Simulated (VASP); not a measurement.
# Si2N (Fm-3m) in VASP: notebook

Si2N is run at these levels: PBE; tasks: single point, relaxation of cell and atoms.

Program: VASP 6.6.1. These are calculated values, not measurements. Logs are shortened: lines on timing, memory, paths and dates and some standing lists are left out, and cuts for length are marked.

## Step 1: The cell of the first run

Symmetry: Fm-3m, No. 225, cubic system. The conventional cell has a = 5.421 Å, b = 5.421 Å, c = 5.421 Å, α = 90.00°, β = 90.00°, γ = 90.00°. Si (site symmetry -43m) has 4 N at 2.35 Å and 6 Si at 2.71 Å within 3.1 Å. Within 3.1 Å of N (site symmetry m-3m) lie 8 Si at 2.35 Å.

## Step 2: Single point, PBE

INCAR

```
SYSTEM = Si2N
  PREC = Accurate
  ENCUT = 520
  EDIFF = 1E-6
  ISMEAR = 0
  SIGMA = 0.1
  LREAL = .False.
  LASPH = .True.
  NELM = 60
  ALGO = Normal
  ISIF = 2
  LWAVE = .False.
  LCHARG = .True.
  GGA = PE
  LELF = .True.
  LVHAR = .True.
  NBANDS = 14
```

KPOINTS

```
regular mesh
0
Gamma
  14 14 14
  0 0 0
```

POSCAR

```
Si2N
1.0
    0.0000000000      2.7103263404      2.7103263404
    2.7103263404      0.0000000000      2.7103263404
    2.7103263404      2.7103263404      0.0000000000
Si N
2 1
Direct
    0.2500000000      0.2500000000      0.2500000000
    0.7500000000      0.7500000000      0.7500000000
    0.0000000000      0.0000000000      0.0000000000
```

Potentials or basis: VASP PAW PBE potentials, release 64 (Si, N).

Launch:

```
cat potpaw_PBE.64/Si/POTCAR potpaw_PBE.64/N/POTCAR > POTCAR
mpirun -np 1 vasp_std > vasp.out
```

OUTCAR:

```text
SYSTEM = Si2N
   PREC = Accurate
   ENCUT = 520
   EDIFF = 1E-6
   ISMEAR = 0
   LREAL = .False.
   LASPH = .True.
   NELM = 60
   ISIF = 2
   GGA = PE

 ion  position               nearest neighbor table
   1  0.250  0.250  0.250-   3 2.35   3 2.35   3 2.35   3 2.35   2 2.71   2 2.71   2 2.71   2 2.71
                             2 2.71   2 2.71
   2  0.750  0.750  0.750-   3 2.35   3 2.35   3 2.35   3 2.35   1 2.71   1 2.71   1 2.71   1 2.71
                             1 2.71   1 2.71
   3  0.000  0.000  0.000-   2 2.35   2 2.35   2 2.35   1 2.35   2 2.35   1 2.35   1 2.35   1 2.35

  LATTYP: Found a face centered cubic cell.
 ALAT       =     5.4206526808

  Lattice vectors:

 A1 = (   0.0000000000,   2.7103263404,   2.7103263404)
 A2 = (   2.7103263404,   0.0000000000,   2.7103263404)
 A3 = (   2.7103263404,   2.7103263404,   0.0000000000)

Analysis of symmetry for initial positions (statically):
[... 33 lines left out ...]
                                     Primitive cell

  volume of cell :      39.8194

  direct lattice vectors                    reciprocal lattice vectors
     0.000000000  2.710326340  2.710326340    -0.184479630  0.184479630  0.184479630
     2.710326340  0.000000000  2.710326340     0.184479630 -0.184479630  0.184479630
     2.710326340  2.710326340  0.000000000     0.184479630  0.184479630 -0.184479630

  length of vectors
     3.832980269  3.832980269  3.832980269     0.319528092  0.319528092  0.319528092

  position of ions in fractional coordinates (direct lattice)
     0.250000000  0.250000000  0.250000000
     0.750000000  0.750000000  0.750000000
     0.000000000  0.000000000  0.000000000

  ion indices of the primitive-cell ions
   primitive index   ion index
                 1           1
                 2           2
                 3           3

----------------------------------------------------------------------------------------

 KPOINTS: regular mesh

Automatic generation of k-mesh.
 Grid dimensions read from file:
 generate k-points for:   14   14   14

 Generating k-lattice:

  Cartesian coordinates                     Fractional coordinates (reciprocal lattice)
    -0.013177116  0.013177116  0.013177116     0.071428571  0.000000000  0.000000000
     0.013177116 -0.013177116  0.013177116     0.000000000  0.071428571  0.000000000
     0.013177116  0.013177116 -0.013177116     0.000000000  0.000000000  0.071428571

  Length of vectors
     0.022823435  0.022823435  0.022823435

  Shift w.r.t. Gamma in fractional coordinates (k-lattice)
     0.000000000  0.000000000  0.000000000

 Subroutine IBZKPT returns following result:
 ===========================================

 Found    104 irreducible k-points:

 Following reciprocal coordinates:
            Coordinates               Weight
  0.000000  0.000000  0.000000      1.000000
  0.071429  0.000000  0.000000      8.000000
  0.142857  0.000000  0.000000      8.000000
  0.214286  0.000000  0.000000      8.000000
  0.285714  0.000000  0.000000      8.000000
  0.357143  0.000000  0.000000      8.000000
[... 16 lines left out ...]
  0.214286  0.142857  0.000000     24.000000
  0.285714  0.142857  0.000000     24.000000
 [... further k-points ...]
   k-points           NKPTS =    104   k-points in BZ     NKDIM =    104   number of bands    NBANDS=     14
   number of dos      NEDOS =    301   number of ions     NIONS =      3
   total plane-waves  NPLWV =  27000
   dimension x,y,z NGX =    30 NGY =   30 NGZ =   30
   dimension x,y,z NGXF=    60 NGYF=   60 NGZF=   60
   ions per type =               2   1
   NGX,Y,Z   is equivalent  to a cutoff of  13.01, 13.01, 13.01 a.u.
   NGXF,Y,Z  is equivalent  to a cutoff of  26.02, 26.02, 26.02 a.u.
 SYSTEM =  Si2N
   PREC   = accura    normal or accurate (medium, high low for compatibility)
   ISTART =      0    job   : 0-new  1-cont  2-samecut
   ICHARG =      2    charge: 1-file 2-atom 10-const
   ISPIN  =      1    spin polarized calculation?
   LNONCOLLINEAR =      F non collinear calculations
   LSORBIT =      F    spin-orbit coupling
   LASPH  =      T    aspherical Exc in radial PAW
   ENCUT  =  520.0 eV  38.22 Ry    6.18 a.u.   7.13  7.13  7.13*2*pi/ulx,y,z
   NELM   =     60;   NELMIN=  2; NELMDL= -5     # of ELM steps
   EDIFF  = 0.1E-05   stopping-criterion for ELM
   LREAL  =      F    real-space projection
   EDIFFG = 0.1E-04   stopping-criterion for IOM
   NSW    =      0    number of steps for IOM
   IBRION =     -1    ionic relax: 0-MD 1-quasi-New 2-CG
   NFREE  =      0    steps in history (QN), initial steepest desc. (CG)
   ISIF   =      2    stress and relaxation
   ISYM   =      2    0-nonsym 1-usesym 2-fastsym
   POTIM  = 0.5000    time-step for ionic-motion
   TEBEG  =    0.0;   TEEND  =   0.0 temperature during run
   PSTRESS=    0.0 pullay stress
   NELECT =      13.0000    total number of electrons
   NUPDOWN=      -1.0000    fix difference up-down
   EMIN   =  10.00;   EMAX   =-10.00  energy-range for DOS
   EFERMI =   0.00;   METHOD = LEGACY
   ISMEAR =     0;   SIGMA  =   0.10  broadening in eV -4-tet -1-fermi 0-gaus
   EFERMI_NEDOS =   21; number of points for ismear=-14 and -15
   IALGO  =     38    algorithm
   IMIX   =      4    mixing-type and parameters
     AMIX     =   0.40;   BMIX     =  1.00
     AMIX_MAG =   1.60;   BMIX_MAG =  1.00
  volume/ion in A,a.u.               =      13.27        89.57
  Fermi-wavevector in a.u.,A,eV,Ry     =   1.127261  2.130214 17.289150  1.270717
  Thomas-Fermi vector in A             =   2.263946
   LORBIT       =      0    0 simple, 1 ext, 2 COOP (PROOUT), +10 PAW based schemes
   GGA     = PE    functional components
   LHFCALC =     F    Hartree Fock is set to
   AEXX    =    0.0000 exact exchange contribution
   IVDW    =     0    specifies the selected vdW correction
   LEPSILON=     F    determine dielectric tensor
   LRPA    =     F    only Hartree local field effects (RPA)
 non-spin polarized calculation
 Gauss-broadening in eV      SIGMA  =   0.10
  energy-cutoff  :      520.00
  volume of cell :       39.82
 maximum number of plane-waves:      1090
 NGX is ok and might be reduce to    30
   NGX = 15   NGY = 15   NGZ = 15

 number of electron      13.0000000 magnetization

 Free energy of the ion-electron system (eV)
  ---------------------------------------------------
  ext. energy  EPLUGINS =         0.00000000
  ---------------------------------------------------
  free energy    TOTEN  =       -14.87662575 eV

  energy without entropy =      -14.86090973  energy(sigma->0) =      -14.86876774

 E-fermi :   8.3308     XC(G=0): -10.9514

 val. band max:        8.3260440984   @ k =  -0.3571   0.4286   0.1429
 cond. band min:       8.3346177022   @ k =  -0.2857   0.5000   0.2143
 fundamental gap:      0.0085736038
 Fermi energy:         8.3308073793

 k-point     1 :       0.0000    0.0000    0.0000
  band No.  band energies     occupation
      1      -8.6951      2.00000
      2       1.2636      2.00000
      3       4.1472      2.00000
      4       4.1472      2.00000
      5       4.1472      2.00000
      6       7.5403      2.00000
      7       7.5403      2.00000
      8       7.5403      2.00000
      9       8.5138      0.00968
     10      13.5652      0.00000
     11      13.5652      0.00000
     12      13.5652      0.00000
     13      14.3273      0.00000
     14      14.3273      0.00000

 k-point     2 :       0.0714    0.0000    0.0000
  band No.  band energies     occupation
      1      -8.6478      2.00000
      2       1.0670      2.00000
      3       4.0843      2.00000
      4       4.0843      2.00000
      5       4.1485      2.00000
      6       7.0323      2.00000
      7       7.6457      2.00000
      8       7.6457      2.00000
      9       9.3192      0.00000
     10      12.8860      0.00000
     11      12.8860      0.00000
     12      13.4610      0.00000
     13      15.1933      0.00000
     14      15.1933      0.00000

 k-point     3 :       0.1429    0.0000    0.0000
  band No.  band energies     occupation
      1      -8.5097      2.00000
      2       0.5639      2.00000
      3       3.9269      2.00000
      4       3.9269      2.00000
      5       3.9648      2.00000
      6       6.8034      2.00000
      7       7.9031      2.00000
      8       7.9031      2.00000
      9      10.4338      0.00000
     10      12.1652      0.00000
     11      12.1652      0.00000
     12      13.3331      0.00000
     13      16.4834      0.00000
     14      16.4834      0.00000

 k-point     4 :       0.2143    0.0000    0.0000
  band No.  band energies     occupation
      1      -8.2934      2.00000
      2      -0.1017      2.00000
      3       3.5307      2.00000
      4       3.7353      2.00000
      5       3.7353      2.00000
      6       7.1692      2.00000
      7       8.1682      1.97854
      8       8.1682      1.97854
      9      11.0758      0.00000
     10      11.7519      0.00000
     11      11.7519      0.00000
     12      13.6567      0.00000
     13      17.8416      0.00000
     14      17.8416      0.00000

 k-point     5 :       0.2857    0.0000    0.0000
  band No.  band energies     occupation
      1      -8.0235      2.00000
      2      -0.8110      2.00000
      3       3.0765      2.00000
      4       3.5569      2.00000
      5       3.5569      2.00000
      6       7.8461      2.00000
      7       8.2954      1.38352
      8       8.2954      1.38352
      9      11.0808      0.00000
     10      11.7325      0.00000
     11      11.7325      0.00000
     12      14.3996      0.00000
     13      18.3380      0.00000
     14      18.8701      0.00000

 k-point     6 :       0.3571    0.0000    0.0000
  band No.  band energies     occupation
      1      -7.7436      2.00000
      2      -1.4528      2.00000
      3       2.7304      2.00000
      4       3.4183      2.00000
      5       3.4183      2.00000
      6       8.2691      1.61699
      7       8.2691      1.61699
      8       8.6053      0.00010
      9      10.8898      0.00000
     10      12.0323      0.00000
     11      12.0323      0.00000
     12      14.6633      0.00000
     13      18.5684      0.00000
     14      18.9339      0.00000

 k-point     7 :       0.4286    0.0000    0.0000
  band No.  band energies     occupation
      1      -7.5212      2.00000
      2      -1.9111      2.00000
      3       2.5219      2.00000
      4       3.3318      2.00000
      5       3.3318      2.00000
      6       8.1942      1.94667
      7       8.1942      1.94667
      8       9.2490      0.00000
      9      10.7351      0.00000
     10      12.4057      0.00000
     11      12.4057      0.00000
     12      14.3460      0.00000
     13      18.5994      0.00000
     14      18.5994      0.00000
[... 205 lines left out ...]
 k-point    20 :      -0.1429    0.0714    0.0000
  band No.  band energies     occupation
      1      -8.4058      2.00000
      2       0.2734      2.00000
      3       3.1645      2.00000
      4       3.9861      2.00000
      5       4.3540      2.00000
      6       6.6128      2.00000
      7       7.9769      2.00000
      8       8.2903      1.43295
      9      11.0083      0.00000
     10      11.3171      0.00000
     11      12.1646      0.00000
     12      14.0621      0.00000
     13      16.1701      0.00000
     14      17.6629      0.00000

 k-point    21 :      -0.0714    0.0714    0.0000
  band No.  band energies     occupation
      1      -8.5702      2.00000
      2       0.7861      2.00000
      3       3.6766      2.00000
      4       4.0968      2.00000
      5       4.3191      2.00000
      6       6.6575      2.00000
      7       7.7232      2.00000
      8       7.9789      2.00000
      9      10.0673      0.00000
     10      11.9806      0.00000
     11      12.5751      0.00000
     12      13.9430      0.00000
     13      15.2127      0.00000
     14      16.3789      0.00000

 k-point    22 :       0.1429    0.1429    0.0000
  band No.  band energies     occupation
      1      -8.4479      2.00000
      2       0.4526      2.00000
      3       3.4877      2.00000
      4       3.4877      2.00000
      5       4.9975      2.00000
      6       5.7218      2.00000
      7       8.3593      0.68731
      8       8.3593      0.68731
      9      10.4119      0.00000
     10      10.9765      0.00000
     11      14.2707      0.00000
     12      14.2707      0.00000
     13      14.6667      0.00000
     14      16.8026      0.00000

 k-point    23 :       0.2143    0.1429    0.0000
  band No.  band energies     occupation
      1      -8.2875      2.00000
      2       0.0468      2.00000
      3       3.0688      2.00000
      4       3.2451      2.00000
      5       5.1704      2.00000
      6       5.5963      2.00000
      7       8.5979      0.00016
      8       8.6850      0.00000
      9       9.8985      0.00000
     10      11.8302      0.00000
     11      13.7893      0.00000
     12      14.4761      0.00000
     13      15.8532      0.00000
     14      17.2912      0.00000

 k-point    24 :       0.2857    0.1429    0.0000
  band No.  band energies     occupation
      1      -8.0593      2.00000
      2      -0.4751      2.00000
      3       2.4444      2.00000
      4       3.0525      2.00000
      5       5.0489      2.00000
      6       6.1104      2.00000
      7       8.4593      0.06923
      8       8.9216      0.00000
      9      10.0667      0.00000
     10      12.4382      0.00000
     11      13.3910      0.00000
     12      14.7852      0.00000
     13      17.3417      0.00000
     14      17.4577      0.00000

 [... further k-points ...]
[... 5 lines left out ...]
  --------------------------------------------------------------------------------------
  -------------------------------------------------------------------------------------
  Total       -0.0109830     -0.0109830     -0.0109830      0.0000000      0.0000000      0.0000000
  in kB       -0.4419140     -0.4419140     -0.4419140      0.0000000      0.0000000      0.0000000
  external PRESSURE =      -0.4419140 kB  Pullay stress =       0.0000000 kB

 VOLUME and BASIS-vectors are now :
 -----------------------------------------------------------------------------
  energy-cutoff  :      520.00
  volume of cell :       39.82
      direct lattice vectors                 reciprocal lattice vectors
     0.000000000  2.710326340  2.710326340    -0.184479630  0.184479630  0.184479630
     2.710326340  0.000000000  2.710326340     0.184479630 -0.184479630  0.184479630
     2.710326340  2.710326340  0.000000000     0.184479630  0.184479630 -0.184479630

 POSITION                                       TOTAL-FORCE (eV/Angst)
 -----------------------------------------------------------------------------------
      1.35516      1.35516      1.35516         0.000000      0.000000      0.000000
      4.06549      4.06549      4.06549        -0.000000     -0.000000     -0.000000
      0.00000      0.00000      0.00000         0.000000      0.000000     -0.000000
 -----------------------------------------------------------------------------------
    total drift:                                0.000000     -0.000000     -0.000000

  FREE ENERGIE OF THE ION-ELECTRON SYSTEM (eV)
  ---------------------------------------------------
  free  energy   TOTEN  =       -14.8766257545 eV

  energy  without entropy=      -14.8609097315  energy(sigma->0) =      -14.86876774
```

It took 31 s on 1 thread of Intel Xeon 6975P-C (Granite Rapids), shared host; peak memory 0.18 GiB.

Results:

* Free energy: -14.8766 eV
* Pressure: 0.0 GPa

Levels at points of the mesh, in eV from the Fermi level:
```csv
k point,band 3,band 4,band 5,band 6,band 7,band 8,band 9,band 10
"(0.00, 0.00, 0.00)",-4.18,-4.18,-4.18,-0.79,-0.79,-0.79,0.18,5.23
"(0.50, 0.00, 0.00)",-5.88,-5.03,-5.03,-0.17,-0.17,1.19,2.35,4.24
"(0.50, 0.50, 0.00)",-6.45,-6.45,-5.01,-3.73,1.36,2.80,2.80,6.76
```

## Step 3: Relaxation of cell and atoms, PBE

This run uses another cell than the first one, of 13.00 Å³/atom, 0.979 times its volume.

INCAR

```
  PREC = Accurate
  ENCUT = 600
  EDIFF = 1E-6
  ISMEAR = 0
  SIGMA = 0.1
  LREAL = False
  LASPH = True
  NELM = 80
  ALGO = Normal
  ISIF = 3
  LWAVE = False
  LCHARG = False
  GGA = PE
  IBRION = 2
  NSW = 100
  EDIFFG = -0.01
```

KPOINTS

```
Automatic mesh
0
Gamma
  14 14 14
```

POSCAR

```
Si2N
1.0
    0.0000000000      2.6912901645      2.6912901645
    2.6912901645      0.0000000000      2.6912901645
    2.6912901645      2.6912901645      0.0000000000
Si N
2 1
Direct
    0.2500000000      0.2500000000      0.2500000000
    0.7500000000      0.7500000000      0.7500000000
    0.0000000000      0.0000000000      0.0000000000
```

Potentials or basis: VASP PAW PBE potentials, release 64 (Si, N).

Launch:

```
cat potpaw_PBE.64/Si/POTCAR potpaw_PBE.64/N/POTCAR > POTCAR
mpirun -np 1 vasp_std > vasp.out
```

It took 45 s on 1 thread of Intel Xeon 6975P-C (Granite Rapids), shared host; peak memory 0.19 GiB.

Results (log left out):

```yaml
Free_energy: -14.8778 eV
Relaxed_volume: 13.26 Å³/atom
Relaxed_cell: a = 3.832 Å, b = 3.832 Å, c = 3.832 Å, α = 60.00°, β = 60.00°, γ = 60.00°
Space_group_after_relaxing_to_0.05_Å: Fm-3m (No. 225)
Energy_gained_by_relaxing: 1.4 meV/atom
Ionic_steps: 2
Pressure_after_relaxing: 0.0 GPa
```

The path:
| step | energy change (eV) | largest force (eV/Å) | pressure (GPa) | volume (Å³) |
| --- | --- | --- | --- | --- |
| 1 | 0.0000 | 0.0000 | 1.75 | 38.99 |
| 2 | -0.0043 | 0.0000 | -0.02 | 39.79 |

Final structure:
```xyz
3
Lattice="0.0000 2.7097 2.7097 2.7097 0.0000 2.7097 2.7097 2.7097 0.0000" Properties=species:S:1:pos:R:3 pbc="T T T"
Si    1.3549    1.3549    1.3549
Si    4.0646    4.0646    4.0646
N     2.7097    5.4195    2.7097
```

Levels at points of the mesh, in eV from the Fermi level:
```csv
k point,band 3,band 4,band 5,band 6,band 7,band 8,band 9,band 10
"(0.00, 0.00, 0.00)",-4.19,-4.19,-4.19,-0.79,-0.79,-0.79,0.19,5.24
"(0.50, 0.00, 0.00)",-5.88,-5.03,-5.03,-0.17,-0.17,1.19,2.35,4.25
"(0.50, 0.50, 0.00)",-6.45,-6.45,-5.01,-3.73,1.36,2.81,2.81,6.76
```
